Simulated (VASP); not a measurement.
Write the native input for VASP 6.6.1 that does the following.

| Item | Value |
| --- | --- |
| Task | single point |
| Functional | LDA |
| Potentials or basis | VASP PAW LDA potentials, release 64 (Pt) |
| Cutoff | 520 eV |
| k mesh | 22 × 22 × 22 |
| Occupations | gaussian, width 0.15 eV |
| Spin | no spin polarisation |
| Dipole correction | no |
| Further INCAR settings | ALGO = Fast; EDIFF = 1e-07; NBANDS = 11 |

The structure of Pt lies in POSCAR:

```
Pt
1.0
    0.0000000000      1.8682284229      1.9872345734
    1.8682284229      0.0000000000      1.9872345734
    1.8682284229      1.8682284229      0.0000000000
Pt
1
Direct
    0.0000000000      0.0000000000      0.0000000000
```

One way to write it, as run:

INCAR

```
SYSTEM = Pt
ALGO     = Fast           ! electronic algorithm
EDIFF    = 1E-7           ! SCF threshold, eV
ENCUT    = 520            ! plane-wave cutoff, eV
ISIF     = 2              ! what is computed and relaxed
ISMEAR   = 0              ! smearing method
LASPH    = .True.         ! aspherical terms in the spheres
LCHARG   = .False.        ! write CHGCAR
LREAL    = .False.        ! projectors in reciprocal space
LWAVE    = .False.        ! write WAVECAR
NBANDS   = 11             ! bands
NELM     = 80             ! most SCF steps
PREC     = Accurate       ! precision mode
SIGMA    = 0.15           ! smearing width, eV
```

KPOINTS

```
k-points
0
Gamma
  22 22 22
  0 0 0
```

Potentials or basis: VASP PAW LDA potentials, release 64 (Pt).

The run is started by

```console
$ cat potpaw_LDA.64/Pt/POTCAR > POTCAR
$ mpirun -np 1 vasp_std > vasp.out
```

Results of the run:

The pressure is 24.2 GPa. The band gap on the k mesh is zero (bands 5 and 6 overlap by 2.91 eV).

Caveat: the cell stands under pressure; spin-orbit coupling is left out, which moves the levels of the heavy elements.

Run time: 3.3 min on 1 thread of Intel Xeon 8259CL (shared host), peak memory 0.24 GiB.
